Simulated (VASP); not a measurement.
Set up this calculation in VASP 6.6.1, as the native input.

```
Task                   : single point
Functional             : r2SCAN
Potentials or basis    : VASP PAW PBE potentials, release 64 (Rb_sv, Cl)
Cutoff                 : 550 eV
k mesh                 : 6 × 6 × 6
Occupations            : gaussian, width 0.01 eV
Spin                   : no spin polarisation
Dipole correction      : no
Further INCAR settings : ALGO = Normal; EDIFF = 1e-06; NBANDS = 15
```

Crystal: RbCl.

```
Rb Cl
1.0
    -0.02204    3.28377    3.28377
     3.28377   -0.02204    3.28377
     3.28377    3.28377   -0.02204
Rb Cl
1 1
Direct
  0.00000 0.00000 0.00000
  0.50000 0.50000 0.50000
```

This cell differs from its parent crystal: strain along [111] -1.0%.

The input as run:

POSCAR

```
RbCl
1.0
   -0.0220387521      3.2837740701      3.2837740701
    3.2837740701     -0.0220387521      3.2837740701
    3.2837740701      3.2837740701     -0.0220387521
Rb Cl
1 1
Direct
    0.0000000000      0.0000000000      0.0000000000
    0.5000000000      0.5000000000      0.5000000000
```

INCAR.step1

```
SYSTEM = RbCl
PREC = Accurate
ENCUT = 550
ISMEAR = 0
SIGMA = 0.01
LREAL = .False.
LASPH = .True.
NELM = 120
NBANDS = 15
GGA = PE
ALGO = Normal
EDIFF = 1E-5
LWAVE = .True.
LCHARG = .False.
GGA_COMPAT = .False.
```

INCAR.step2

```
SYSTEM = RbCl
PREC = Accurate
ENCUT = 550
EDIFF = 1E-6
ISMEAR = 0
SIGMA = 0.01
LREAL = .False.
LASPH = .True.
NELM = 120
ALGO = Normal
ISIF = 2
LWAVE = .False.
LCHARG = .True.
METAGGA = R2SCAN
LMIXTAU = .True.
LELF = .True.
LVHAR = .True.
NBANDS = 15
ISTART = 1
GGA_COMPAT = .False.
```

KPOINTS

```
Automatic mesh
0
Gamma
  6 6 6
  0 0 0
```

Potentials or basis: VASP PAW PBE potentials, release 64 (Rb_sv, Cl).

The run is started by

```bash
$ cat potpaw_PBE.64/Rb_sv/POTCAR potpaw_PBE.64/Cl/POTCAR > POTCAR
$ cp INCAR.step1 INCAR
$ mpirun -np 1 vasp_std > vasp.out
$ cp INCAR.step2 INCAR
$ mpirun -np 1 vasp_std > vasp.out
```

Results of the run:

| Property | Result |
| --- | --- |
| Pressure | 0.2 GPa |
| Band gap on the k mesh | 5.58 eV |

Caveat: the cell differs from its parent crystal (strain along [111] -1.0%); the PAW data sets were made with another functional, which shifts forces and pressure a little.

Wall time 3.6 min on 1 thread of Oxide Virtual Turin-like Processor, on a shared host, peak memory 0.19 GiB.
